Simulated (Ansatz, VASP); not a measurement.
**One calculation of NbCd3, two programs**

Contents of INCAR:

```
  PREC = Accurate
  ENCUT = 520
  EDIFF = 1E-7
  ISMEAR = -1
  SIGMA = 0.05
  LREAL = False
  LASPH = True
  NELM = 80
  ALGO = Fast
  ISIF = 2
  LWAVE = False
  LCHARG = False
  GGA = PS
  NBANDS = 32
```

Contents of KPOINTS:

```
regular mesh
0
Gamma
  6 6 6
```

Contents of POSCAR:

```
NbCd3
1.0
    4.1580335573      0.0000000000      0.0000000000
    0.0000000000      4.1580335573      0.0000000000
    0.0000000000      0.0000000000      4.1580335573
Cd Nb
3 1
Direct
    0.5000000000      0.5000000000      0.0000000000
    0.5000000000      0.0000000000      0.5000000000
    0.0000000000      0.5000000000      0.5000000000
    0.0000000000      0.0000000000      0.0000000000
```

input.yaml

```yaml
crystal:
  lattice:
    - [4.1580335573, 0.0, 0.0]
    - [0.0, 4.1580335573, 0.0]
    - [0.0, 0.0, 4.1580335573]
  atoms:
    - { symbol: Cd, position: [0.5, 0.5, 0.0] }
    - { symbol: Cd, position: [0.5, 0.0, 0.5] }
    - { symbol: Cd, position: [0.0, 0.5, 0.5] }
    - { symbol: Nb, position: [0.0, 0.0, 0.0] }
kpoints:
  mp_grid: { grid: [6, 6, 6] }
scf:
  occupations: { method: fermi_dirac, width: 0.05 }
hamiltonian:
  xc: pbesol
  pseudopotentials: { kind: all_electron, lapw: { basis_error: 0.001 } }
output:
  forces: true
  stress: true
  eigenvalues: true
```

Change from the starting cell: volume scaled by 0.96.

Alike in both runs: task single point; functional PBEsol; k mesh 6 × 6 × 6; occupations fermi-dirac, width 0.05 eV; no spin polarisation.

|  | VASP | Ansatz |
| --- | --- | --- |
| version | VASP 6.6.1 | Ansatz 0.2.0 |
| potentials or method | VASP PAW PBE potentials, release 64 (Cd, Nb_sv), cutoff 520 eV | all-electron LAPW, scalar-relativistic |

Ansatz gave:

- gap on the k mesh at the Fermi level (eV): none
- pressure (GPa): 6.7

Estimate VASP's values.

gap on the k mesh at the Fermi level (eV): none; pressure (GPa): 7.4.

VASP's potentials were made for PBE, not for PBEsol. A gap of «none» marks a metal or a gap that the smearing closes. Ansatz ran all-electron here, and VASP with PAW potentials.
